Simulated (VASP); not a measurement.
# In2O3 (R-3c) in VASP: a series of runs, part 2 of 3

VASP 6.6.1. Earlier steps stand in the parts before.

## (4) Single point, PBE

This run uses another cell than the first one, of 13.24 Å³/atom.

The input, INCAR:

```
PREC = Accurate ; ENCUT = 520
EDIFF = 1E-7 ; ISMEAR = -1
SIGMA = 0.05 ; LREAL = F
LASPH = T ; NELM = 60
ALGO = Normal ; ISIF = 2
LWAVE = F ; LCHARG = T
GGA = PE ; LELF = T
LVHAR = T ; NBANDS = 55
```

The input, KPOINTS:

```
Automatic mesh
0
Gamma
  6 6 6
```

The input, POSCAR:

```
In2O3
1.0
    2.7876234371      1.6094351418      4.9188513241
   -2.7876234371      1.6094351418      4.9188513241
    0.0000000000     -3.2188702837      4.9188513241
In O
4 6
Direct
    0.8572074519      0.8572074519      0.8572074519
    0.6427925481      0.6427925481      0.6427925481
    0.1427925481      0.1427925481      0.1427925481
    0.3572074519      0.3572074519      0.3572074519
    0.0465476513      0.7500000000      0.4534523487
    0.7500000000      0.4534523487      0.0465476513
    0.4534523487      0.0465476513      0.7500000000
    0.9534523487      0.2500000000      0.5465476513
    0.2500000000      0.5465476513      0.9534523487
    0.5465476513      0.9534523487      0.2500000000
```

Potentials or basis: VASP PAW PBE potentials, release 64 (In_d, O).

The run is started by

```sh
$ cat potpaw_PBE.64/In_d/POTCAR potpaw_PBE.64/O/POTCAR > POTCAR
$ mpirun -np 1 vasp_std > vasp.out
```

OUTCAR:

```text
PREC = Accurate
   ENCUT = 520
   EDIFF = 1E-7
   ISMEAR = -1
   LREAL = F
   LASPH = T
   NELM = 60
   ISIF = 2
   GGA = PE

 ion  position               nearest neighbor table
   1  0.857  0.857  0.857-   9 2.16   8 2.16  10 2.16   7 2.29   6 2.29   5 2.29   2 3.16   3 3.30
                             3 3.30   3 3.30   2 3.67   2 3.67   2 3.67
   2  0.643  0.643  0.643-   8 2.16   9 2.16  10 2.16   7 2.29   5 2.29   6 2.29   1 3.16   4 3.30
                             4 3.30   4 3.30   1 3.67   1 3.67   1 3.67
   3  0.143  0.143  0.143-   6 2.16   5 2.16   7 2.16  10 2.29   9 2.29   8 2.29   4 3.16   1 3.30
                             1 3.30   1 3.30   4 3.67   4 3.67   4 3.67
   4  0.357  0.357  0.357-   5 2.16   6 2.16   7 2.16  10 2.29   8 2.29   9 2.29   3 3.16   2 3.30
                             2 3.30   2 3.30   3 3.67   3 3.67   3 3.67
   5  0.047  0.750  0.453-   4 2.16   3 2.16   2 2.29   1 2.29
   6  0.750  0.453  0.047-   3 2.16   4 2.16   1 2.29   2 2.29
   7  0.453  0.047  0.750-   3 2.16   4 2.16   1 2.29   2 2.29
   8  0.953  0.250  0.547-   2 2.16   1 2.16   4 2.29   3 2.29
   9  0.250  0.547  0.953-   1 2.16   2 2.16   3 2.29   4 2.29
  10  0.547  0.953  0.250-   1 2.16   2 2.16   3 2.29   4 2.29

  LATTYP: Found a trigonal (rhomboedric) cell.
 ALAT       =     5.8784542400
 COS(alpha) =     0.5502492187

  Lattice vectors:

 A1 = (   2.7876234371,   1.6094351418,   4.9188513241)
 A2 = (  -2.7876234371,   1.6094351418,   4.9188513241)
 A3 = (   0.0000000000,  -3.2188702837,   4.9188513241)

Analysis of symmetry for initial positions (statically):
=====================================================================
 Subroutine PRICEL returns:
 Original cell was already a primitive cell.

 Routine SETGRP: Setting up the symmetry group for a
 trigonal (rhombohedral) supercell.

 Subroutine GETGRP returns: Found 12 space group operations
 (whereof  6 operations were pure point group operations)
 out of a pool of 12 trial point group operations.

The static configuration has the point symmetry S_6 .
 The point group associated with its full space group is D_3d.

Analysis of symmetry for dynamics (positions and initial velocities):
=====================================================================
 Subroutine PRICEL returns:
 Original cell was already a primitive cell.

 Routine SETGRP: Setting up the symmetry group for a
 trigonal (rhombohedral) supercell.

 Subroutine GETGRP returns: Found 12 space group operations
 (whereof  6 operations were pure point group operations)
 out of a pool of 12 trial point group operations.

The dynamic configuration has the point symmetry S_6 .
 The point group associated with its full space group is D_3d.

 Subroutine INISYM returns: Found 12 space group operations
 (whereof  6 operations are pure point group operations),
 and found     1 'primitive' translations

----------------------------------------------------------------------------------------

                                     Primitive cell

  volume of cell :     132.4105

  direct lattice vectors                    reciprocal lattice vectors
     2.787623437  1.609435142  4.918851324     0.179364255  0.103556001  0.067766499
    -2.787623437  1.609435142  4.918851324    -0.179364255  0.103556001  0.067766499
[... 62 lines left out ...]
  0.166667  0.166667 -0.000000      6.000000
  0.333333  0.166667 -0.000000     12.000000
[... 16 lines left out ...]
  0.500000  0.500000  0.166667      6.000000
 -0.333333  0.500000  0.166667     12.000000
 [... further k-points ...]
   k-points           NKPTS =     32   k-points in BZ     NKDIM =     32   number of bands    NBANDS=     55
   number of dos      NEDOS =    301   number of ions     NIONS =     10
   total plane-waves  NPLWV = 110592
   dimension x,y,z NGX =    48 NGY =   48 NGZ =   48
   dimension x,y,z NGXF=    96 NGYF=   96 NGZF=   96
   ions per type =               4   6
   NGX,Y,Z   is equivalent  to a cutoff of  13.57, 13.57, 13.57 a.u.
   NGXF,Y,Z  is equivalent  to a cutoff of  27.15, 27.15, 27.15 a.u.
 SYSTEM =  unknown system
   PREC   = accura    normal or accurate (medium, high low for compatibility)
   ISTART =      0    job   : 0-new  1-cont  2-samecut
   ICHARG =      2    charge: 1-file 2-atom 10-const
   ISPIN  =      1    spin polarized calculation?
   LNONCOLLINEAR =      F non collinear calculations
   LSORBIT =      F    spin-orbit coupling
   LASPH  =      T    aspherical Exc in radial PAW
   ENCUT  =  520.0 eV  38.22 Ry    6.18 a.u.  10.93 10.93 10.93*2*pi/ulx,y,z
   NELM   =     60;   NELMIN=  2; NELMDL= -5     # of ELM steps
   EDIFF  = 0.1E-06   stopping-criterion for ELM
   LREAL  =      F    real-space projection
   EDIFFG = 0.1E-05   stopping-criterion for IOM
   NSW    =      0    number of steps for IOM
   IBRION =     -1    ionic relax: 0-MD 1-quasi-New 2-CG
   NFREE  =      0    steps in history (QN), initial steepest desc. (CG)
   ISIF   =      2    stress and relaxation
   ISYM   =      2    0-nonsym 1-usesym 2-fastsym
   POTIM  = 0.5000    time-step for ionic-motion
   TEBEG  =    0.0;   TEEND  =   0.0 temperature during run
   PSTRESS=    0.0 pullay stress
   NELECT =      88.0000    total number of electrons
   NUPDOWN=      -1.0000    fix difference up-down
   EMIN   =  10.00;   EMAX   =-10.00  energy-range for DOS
   EFERMI =   0.00;   METHOD = LEGACY
   ISMEAR =    -1;   SIGMA  =   0.05  broadening in eV -4-tet -1-fermi 0-gaus
   EFERMI_NEDOS =   21; number of points for ismear=-14 and -15
   IALGO  =     38    algorithm
   IMIX   =      4    mixing-type and parameters
     AMIX     =   0.40;   BMIX     =  1.00
     AMIX_MAG =   1.60;   BMIX_MAG =  1.00
  volume/ion in A,a.u.               =      13.24        89.36
  Fermi-wavevector in a.u.,A,eV,Ry     =   1.428658  2.699772 27.770349  2.041063
  Thomas-Fermi vector in A             =   2.548696
   LORBIT       =      0    0 simple, 1 ext, 2 COOP (PROOUT), +10 PAW based schemes
   GGA     = PE    functional components
   LHFCALC =     F    Hartree Fock is set to
   AEXX    =    0.0000 exact exchange contribution
   IVDW    =     0    specifies the selected vdW correction
   LEPSILON=     F    determine dielectric tensor
   LRPA    =     F    only Hartree local field effects (RPA)
 non-spin polarized calculation
  energy-cutoff  :      520.00
  volume of cell :      132.41
 maximum number of plane-waves:      3589
 NGX is ok and might be reduce to    48
   NGX = 21   NGY = 21   NGZ = 21

 number of electron      88.0000008 magnetization

 Free energy of the ion-electron system (eV)
  ---------------------------------------------------
  ext. energy  EPLUGINS =         0.00000000
  ---------------------------------------------------
  free energy    TOTEN  =       -55.47544440 eV

  energy without entropy =      -55.47543911  energy(sigma->0) =      -55.47544175

 E-fermi :   5.6438     XC(G=0): -10.9765

 val. band max:        5.0626237411   @ k =  -0.1667   0.1667   0.0000
 cond. band min:       6.0234540531   @ k =   0.0000   0.0000   0.0000
 fundamental gap:      0.9608303120
 Fermi energy:         5.6438171354

 k-point     1 :       0.0000    0.0000    0.0000
  band No.  band energies     occupation
      1     -12.2829      2.00000
      2     -11.4813      2.00000
      3     -11.4813      2.00000
      4     -11.2853      2.00000
      5     -11.2853      2.00000
      6     -11.2054      2.00000
[... 1381 lines left out ...]
     54      15.4109      0.00000
     55      16.0352      0.00000

 [... further k-points ...]
[... 5 lines left out ...]
  --------------------------------------------------------------------------------------
  -------------------------------------------------------------------------------------
  Total        0.3827852      0.3827852      0.2504729     -0.0000000     -0.0000000      0.0000000
  in kB        4.6317292      4.6317292      3.0307412     -0.0000000     -0.0000000      0.0000000
  external PRESSURE =       4.0980665 kB  Pullay stress =       0.0000000 kB

 VOLUME and BASIS-vectors are now :
 -----------------------------------------------------------------------------
  energy-cutoff  :      520.00
  volume of cell :      132.41
      direct lattice vectors                 reciprocal lattice vectors
     2.787623437  1.609435142  4.918851324     0.179364255  0.103556001  0.067766499
    -2.787623437  1.609435142  4.918851324    -0.179364255  0.103556001  0.067766499
     0.000000000 -3.218870284  4.918851324     0.000000000 -0.207112001  0.067766499

 POSITION                                       TOTAL-FORCE (eV/Angst)
 -----------------------------------------------------------------------------------
      0.00000     -0.00000     12.64943        -0.000000      0.000000     -0.012326
      0.00000     -0.00000      9.48540        -0.000000     -0.000000      0.012326
      0.00000     -0.00000      2.10713        -0.000000     -0.000000      0.012326
      0.00000     -0.00000      5.27115        -0.000000      0.000000     -0.012326
     -1.96096     -0.17761      6.14856        -0.005345     -0.009257      0.000000
      0.82666      1.78705      6.14856        -0.005345      0.009257      0.000000
      1.13430     -1.60944      6.14856         0.010690     -0.000000     -0.000000
      1.96096      0.17761      8.60799         0.005345      0.009257      0.000000
     -0.82666     -1.78705      8.60799         0.005345     -0.009257      0.000000
     -1.13430      1.60944      8.60799        -0.010690      0.000000     -0.000000
 -----------------------------------------------------------------------------------
    total drift:                               -0.000000     -0.000000     -0.000000

  FREE ENERGIE OF THE ION-ELECTRON SYSTEM (eV)
  ---------------------------------------------------
  free  energy   TOTEN  =       -55.4754443970 eV

  energy  without entropy=      -55.4754391121  energy(sigma->0) =      -55.47544175
```

It took 11 min on 1 thread of AMD EPYC 7R13, shared host; peak memory 0.37 GiB.

Results:

| Item | Value |
| --- | --- |
| Free energy | -55.4754 eV |
| Pressure | 0.4 GPa |
| Largest force | 0.012 eV/Å |
| Band gap on the k mesh | 0.96 eV (least direct gap 1.04 eV) |

Forces in eV/Å, atoms in the order of the input:
```
In   0.000  0.000 -0.012
In   0.000  0.000  0.012
In   0.000  0.000  0.012
In   0.000  0.000 -0.012
O   -0.005 -0.009  0.000
O   -0.005  0.009  0.000
O    0.011  0.000  0.000
O    0.005  0.009  0.000
O    0.005 -0.009  0.000
O   -0.011  0.000  0.000
```

Caveat: spin-orbit coupling is left out, which moves the levels of the heavy elements. PBE gaps usually lie below the measured ones, often by a third to a half.

## (5) Single point, RPBE+D3(BJ)

This run uses another cell than the first one, of 12.20 Å³/atom.

The input, INCAR:

```
PREC = Accurate
ENCUT = 520
EDIFF = 1E-6
ISMEAR = -1
SIGMA = 0.05
LREAL = False
LASPH = True
NELM = 100
ALGO = Normal
ISIF = 2
LWAVE = False
LCHARG = True
GGA = RP
IVDW = 12
LELF = True
LVHAR = True
NBANDS = 55
```

The input, KPOINTS:

```
regular mesh
0
Gamma
  6 6 6
```

The input, POSCAR:

```
In2O3
1.0
    2.7375546752      1.5805279286      4.6992583356
   -2.7375546752      1.5805279286      4.6992583356
    0.0000000000     -3.1610558573      4.6992583356
In O
4 6
Direct
    0.8598714002      0.8598714002      0.8598714002
    0.6401285998      0.6401285998      0.6401285998
    0.1401285998      0.1401285998      0.1401285998
    0.3598714002      0.3598714002      0.3598714002
    0.0444217907      0.7500000000      0.4555782093
    0.7500000000      0.4555782093      0.0444217907
    0.4555782093      0.0444217907      0.7500000000
    0.9555782093      0.2500000000      0.5444217907
    0.2500000000      0.5444217907      0.9555782093
    0.5444217907      0.9555782093      0.2500000000
```

Potentials or basis: VASP PAW PBE potentials, release 64 (In_d, O).

The run is started by

```sh
$ cat potpaw_PBE.64/In_d/POTCAR potpaw_PBE.64/O/POTCAR > POTCAR
$ mpirun -np 1 vasp_std > vasp.out
```

OUTCAR:

```text
PREC = Accurate
   ENCUT = 520
   EDIFF = 1E-6
   ISMEAR = -1
   LREAL = False
   LASPH = True
   NELM = 100
   ISIF = 2
   GGA = RP
   IVDW = 12
 IVDW          = 12

 ion  position               nearest neighbor table
   1  0.860  0.860  0.860-   8 2.10  10 2.10   9 2.10   6 2.24   5 2.24   7 2.24   2 3.10   3 3.25
                             3 3.25   3 3.25   2 3.54   2 3.54   2 3.54   4 3.94   4 3.94   4 3.94
   2  0.640  0.640  0.640-   9 2.10  10 2.10   8 2.10   5 2.24   6 2.24   7 2.24   1 3.10   4 3.25
                             4 3.25   4 3.25   1 3.54   1 3.54   1 3.54   3 3.94   3 3.94   3 3.94
   3  0.140  0.140  0.140-   5 2.10   7 2.10   6 2.10   9 2.24   8 2.24  10 2.24   4 3.10   1 3.25
                             1 3.25   1 3.25   4 3.54   4 3.54   4 3.54   2 3.94   2 3.94   2 3.94
   4  0.360  0.360  0.360-   6 2.10   7 2.10   5 2.10   8 2.24   9 2.24  10 2.24   3 3.10   2 3.25
                             2 3.25   2 3.25   3 3.54   3 3.54   3 3.54   1 3.94   1 3.94   1 3.94
   5  0.044  0.750  0.456-   3 2.10   4 2.10   2 2.24   1 2.24
   6  0.750  0.456  0.044-   4 2.10   3 2.10   1 2.24   2 2.24
   7  0.456  0.044  0.750-   3 2.10   4 2.10   1 2.24   2 2.24
   8  0.956  0.250  0.544-   1 2.10   2 2.10   4 2.24   3 2.24
[... 1602 lines left out ...]

 [... further k-points ...]

------------------------ aborting loop because EDIFF is reached ----------------------------------------

 Edisp (eV)  -11.28079

 E8    (eV) :    -7.2502

  FORCE on cell =-STRESS in cart. coord.  units (eV):
  Direction    XX          YY          ZZ          XY          YZ          ZX
  --------------------------------------------------------------------------------------
  -------------------------------------------------------------------------------------
  Total       0.55260     0.55260     0.35705    -0.00000    -0.00000     0.00000
  in kB       7.25735     7.25735     4.68921    -0.00000    -0.00000     0.00000
  external pressure =        6.40 kB  Pullay stress =        0.00 kB

 VOLUME and BASIS-vectors are now :
 -----------------------------------------------------------------------------
  energy-cutoff  :      520.00
  volume of cell :      122.00
      direct lattice vectors                 reciprocal lattice vectors
     2.737554675  1.580527929  4.699258336     0.182644754  0.105449998  0.070933179
    -2.737554675  1.580527929  4.699258336    -0.182644754  0.105449998  0.070933179
     0.000000000 -3.161055857  4.699258336     0.000000000 -0.210899996  0.070933179

 POSITION                                       TOTAL-FORCE (eV/Angst)
 -----------------------------------------------------------------------------------
      0.00000     -0.00000     12.12227        -0.000000      0.000000     -0.012469
      0.00000     -0.00000      9.02439        -0.000000     -0.000000      0.012469
      0.00000     -0.00000      1.97550        -0.000000     -0.000000      0.012469
      0.00000     -0.00000      5.07339        -0.000000      0.000000     -0.012469
     -1.93156     -0.18450      5.87407        -0.007328     -0.012693      0.000000
      0.80600      1.76503      5.87407        -0.007328      0.012693      0.000000
      1.12556     -1.58053      5.87407         0.014656      0.000000      0.000000
      1.93156      0.18450      8.22370         0.007328      0.012693      0.000000
     -0.80600     -1.76503      8.22370         0.007328     -0.012693      0.000000
     -1.12556      1.58053      8.22370        -0.014656      0.000000      0.000000
 -----------------------------------------------------------------------------------
    total drift:                                0.000000      0.000000     -0.000000

  FREE ENERGIE OF THE ION-ELECTRON SYSTEM (eV)
  ---------------------------------------------------
  free  energy   TOTEN  =       -62.0689950284 eV

  energy  without entropy=      -62.0689949987  energy(sigma->0) =      -62.06899501
```

It took 2.3 min on 1 thread of Intel Xeon 6975P-C (Granite Rapids), shared host; peak memory 0.34 GiB.

What came out:

```yaml
Free_energy: -62.0690 eV
Pressure: 0.6 GPa
Largest_force: 0.015 eV/Å
Band_gap_on_the_k_mesh: 1.52 eV (least direct gap 1.57 eV)
Dispersion_energy_per_atom: -1.128 eV
```

Forces in eV/Å, atoms in the order of the input:
```
In   0.000  0.000 -0.012
In   0.000  0.000  0.012
In   0.000  0.000  0.012
In   0.000  0.000 -0.012
O   -0.007 -0.013  0.000
O   -0.007  0.013  0.000
O    0.015  0.000  0.000
O    0.007  0.013  0.000
O    0.007 -0.013  0.000
O   -0.015  0.000  0.000
```

Levels at points of the mesh, in eV from the valence-band top:
| k point | band 40 | band 41 | band 42 | band 43 | band 44 | band 45 | band 46 | band 47 | band 48 | band 49 |
| --- | --- | --- | --- | --- | --- | --- | --- | --- | --- | --- |
| (0.00, 0.00, 0.00) | -0.40 | -0.28 | -0.28 | -0.05 | -0.05 | 1.52 | 5.67 | 6.66 | 7.30 | 9.69 |
| (0.50, 0.00, 0.00) | -1.01 | -0.67 | -0.67 | -0.06 | -0.06 | 5.20 | 5.20 | 6.21 | 6.21 | 8.62 |
| (0.50, 0.50, 0.00) | -0.93 | -0.62 | -0.32 | -0.08 | -0.05 | 5.56 | 5.70 | 6.59 | 6.81 | 7.67 |
| (0.50, 0.50, 0.50) | -1.14 | -0.22 | -0.22 | -0.22 | -0.22 | 4.65 | 4.65 | 7.52 | 7.52 | 8.48 |

Caveat: the dispersion term is far too large for a dense solid, which distorts pressure and volume; the PAW data sets were made with another functional, which shifts forces and pressure a little; spin-orbit coupling is left out, which moves the levels of the heavy elements. A k mesh can miss the band edges.

(Part 2 of 3 ends here.)
